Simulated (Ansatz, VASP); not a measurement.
## Two plane-wave programs on MgO

```xyz
4
Lattice="3.1300 0.0000 0.0000 -1.5650 2.7107 0.0000 0.0000 0.0000 4.6178" Properties=species:S:1:pos:R:3 pbc="T T T"
Mg    0.0000    1.8071    0.0169
Mg    1.5650    0.9036    2.3258
O     0.0000    1.8071    1.8515
O     1.5650    0.9036    4.1604
```

Alike in both runs: task single point; functional PBEsol; k mesh 9 × 9 × 6; occupations gaussian, width 0.05 eV; no spin polarisation.

```csv
,VASP,Ansatz
version,VASP 6.6.1,Ansatz 0.2.0
potentials or method,"VASP PAW PBE potentials, release 64 (Mg, O), cutoff 520 eV","scalar-relativistic, plane waves, PAW"
valence electrons in the cell,16,32
```

Ansatz gave:

```
gap on the k mesh at the Fermi level (eV) : 4.41
least direct gap on the mesh (eV)         : 4.41
rms of the force components (eV/Å)        : 0.493
```

Problem. What did VASP give for the same quantities?

Solution. gap on the k mesh at the Fermi level (eV): 4.41; least direct gap on the mesh (eV): 4.41; rms of the force components (eV/Å): 0.506.

VASP's potentials were made for PBE, not for PBEsol, and Ansatz warns of the same on its side. Atom by atom the forces differ by 0.014 eV/Å (rms over components). The functional is the same, so the differences come from potentials, cutoffs and numerics. VASP's potentials hold 16 valence electrons a cell and Ansatz's 32, so a difference there can come from the potentials and not from the codes.
